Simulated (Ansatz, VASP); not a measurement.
# SrCl2 in VASP and in Ansatz

POSCAR

```
SrCl2
1.0
    0.0000000000      3.3546614156      3.5828735687
    3.3546614156      0.0000000000      3.5828735687
    3.3546614156      3.3546614156      0.0000000000
Sr Cl
1 2
Direct
    0.0000000000      0.0000000000      0.0000000000
    0.2500000000      0.2500000000      0.2500000000
    0.7500000000      0.7500000000      0.7500000000
```

INCAR.step1

```
SYSTEM = SrCl2
PREC = Accurate
ENCUT = 520
ISMEAR = 0
SIGMA = 0.01
LREAL = .FALSE.
LASPH = .TRUE.
NELM = 80
NBANDS = 19
GGA = PE
ALGO = Normal
EDIFF = 1E-4
LWAVE = .TRUE.
LCHARG = .FALSE.
```

The input INCAR.step2:

```
SYSTEM = SrCl2
PREC = Accurate
ENCUT = 520
EDIFF = 1E-6
ISMEAR = 0
SIGMA = 0.01
LREAL = .FALSE.
LASPH = .TRUE.
NELM = 80
ALGO = Normal
ISIF = 2
LWAVE = .FALSE.
LCHARG = .FALSE.
METAGGA = R2SCAN
LMIXTAU = .TRUE.
NBANDS = 19
ISTART = 1
```

The input KPOINTS:

```
regular mesh
0
G
  6 6 6
  0 0 0
```

Input for Ansatz:

```yaml
crystal:
  lattice:
    - [0.0, 3.3546614156, 3.5828735687]
    - [3.3546614156, 0.0, 3.5828735687]
    - [3.3546614156, 3.3546614156, 0.0]
  atoms:
    - { symbol: Sr, position: [0.0, 0.0, 0.0] }
    - { symbol: Cl, position: [0.25, 0.25, 0.25] }
    - { symbol: Cl, position: [0.75, 0.75, 0.75] }
kpoints:
  mp_grid: { grid: [6, 6, 6] }
  band_path:
    path:
      - [0.0, 0.0, 0.0]
      - [0.5, 0.0, 0.5]
      - [0.625, 0.25, 0.625]
      - [0.375, 0.375, 0.75]
      - [0.5, 0.5, 0.5]
      - [0.5, 0.25, 0.75]
      - [0.0, 0.5, 0.5]
    npoints: 1
hamiltonian:
  xc: r2scan
scf:
  occupations: { method: fixed }
  n_extra_bands: 4
output:
  forces: true
  stress: true
  eigenvalues: true
  write_density: true
  write_potential: true
  elf: true
  volumetric_format: npy
```

Change from the starting cell: epitaxial_xy strain -4.1%.

Alike in both runs: task single point; functional r2SCAN; k mesh 6 × 6 × 6; no spin polarisation.

|  | VASP | Ansatz |
| --- | --- | --- |
| version | VASP 6.6.1 | Ansatz 0.2.0 |
| potentials or method | VASP PAW PBE potentials, release 64 (Sr_sv, Cl) | plane waves, PAW |
| plane-wave cutoff (eV) | 520 | 500 |
| occupations | gaussian, width 0.01 eV | fixed |
| valence electrons in the cell | 24 | 24 |

|  | VASP | Ansatz | Ansatz less VASP |
| --- | --- | --- | --- |
| gap on the k mesh at the Fermi level (eV) | 5.72 | 5.72 | +0.002 |
| pressure (GPa) | 2.6 | 2.6 | -0.07 |
| traceless stress, the component that is largest in VASP (GPa) | -2.56 | -2.58 | -0.017 |

VASP's potentials were made for PBE, not for r2SCAN.
